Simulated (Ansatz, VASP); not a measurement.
Two plane-wave programs on Hg

File INCAR:

```
ALGO     = Normal         # electronic algorithm
EDIFF    = 1E-6           # SCF threshold, eV
ENCUT    = 550            # plane-wave cutoff, eV
GGA      = PE             # functional
GGA_COMPAT= False        
ISIF     = 2              # what is computed and relaxed
ISMEAR   = 0              # smearing method
LASPH    = True           # aspherical terms in the spheres
LCHARG   = True           # write CHGCAR
LELF     = True           # ELF
LREAL    = False          # projectors in reciprocal space
LVHAR    = True         
LWAVE    = False          # write WAVECAR
NBANDS   = 16             # bands
NELM     = 120            # most SCF steps
PREC     = Accurate       # precision mode
SIGMA    = 0.1            # smearing width, eV
```

The input KPOINTS:

```
k-points
0
Gamma
  15 15 15
```

Contents of POSCAR:

```
Hg
1.0
    1.6592953367      0.9579946093      2.1762064200
   -1.6592953367      0.9579946093      2.1762064200
    0.0000000000     -1.9159892186      2.1762064200
Hg
1
Direct
    0.0000000000      0.0000000000      0.0000000000
```

Input for Ansatz:

```yaml
crystal:
  lattice:
    - [1.6592953367, 0.9579946093, 2.17620642]
    - [-1.6592953367, 0.9579946093, 2.17620642]
    - [0.0, -1.9159892186, 2.17620642]
  atoms:
    - { symbol: Hg, position: [0.0, 0.0, 0.0] }
basis:
  ecutwfc: 420
kpoints:
  mp_grid: { grid: [15, 15, 15] }
hamiltonian:
  xc: pbe
scf:
  occupations: { method: gaussian, width: 0.1 }
output:
  forces: true
  stress: true
  eigenvalues: true
```

Alike in both runs: task single point; functional PBE; k mesh 15 × 15 × 15; occupations gaussian, width 0.1 eV; no spin polarisation.

|  | VASP | Ansatz |
| --- | --- | --- |
| version | VASP 6.6.1 | Ansatz 0.2.0 |
| potentials or method | VASP PAW PBE potentials, release 64 (Hg_sv_GW), cutoff 550 eV | scalar-relativistic, plane waves, PAW |
| valence electrons in the cell | 20 | 20 |

|  | VASP | Ansatz | Ansatz less VASP |
| --- | --- | --- | --- |
| gap on the k mesh at the Fermi level (eV) | none | none | - |
| pressure (GPa) | 14.7 | 15.0 | +0.27 |
| traceless stress, the component that is largest in VASP (GPa) | 2.11 | 2.10 | -0.008 |

A gap of «none» marks a metal or a gap that the smearing closes.

Spin-orbit coupling is off throughout.
